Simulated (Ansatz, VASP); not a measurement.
## Two plane-wave programs on LiF

```
CELL_PARAMETERS angstrom
3.08105 0.00000 0.00000
-1.54053 2.66827 0.00000
0.00000 0.00000 4.78523
ATOMIC_POSITIONS crystal
Li 0.33333 0.66667 0.38244
Li 0.66667 0.33333 0.88244
F 0.33333 0.66667 0.99256
F 0.66667 0.33333 0.49256
```

Alike in both runs: task single point; functional r2SCAN50; k mesh 6 × 6 × 2; no spin polarisation.

|  | VASP | Ansatz |
| --- | --- | --- |
| version | VASP 6.6.1 | Ansatz 0.2.0 |
| potentials or method | VASP PAW PBE potentials, release 64 (Li_sv, F) | plane waves |
| plane-wave cutoff (eV) | 520 | 500 |
| occupations | gaussian, width 0.01 eV | fixed |
| valence electrons in the cell | 20 | 20 |

```csv
,VASP,Ansatz,Ansatz less VASP
gap on the k mesh at the Fermi level (eV),13.92,13.92,+0.004
rms of the force components (eV/Å),0.005,0.006,+0.0011
```

VASP's potentials were made for PBE, not for r2SCAN50. Atom by atom the forces differ by 0.001 eV/Å (rms over components). Ansatz's warnings: stress exchange threshold loose, stress scf threshold loose.

The k mesh is coarse, so the values compare programs but aren't converged. Noted on VASP's run: the cutoff is short for stress, so the pressure is rough.
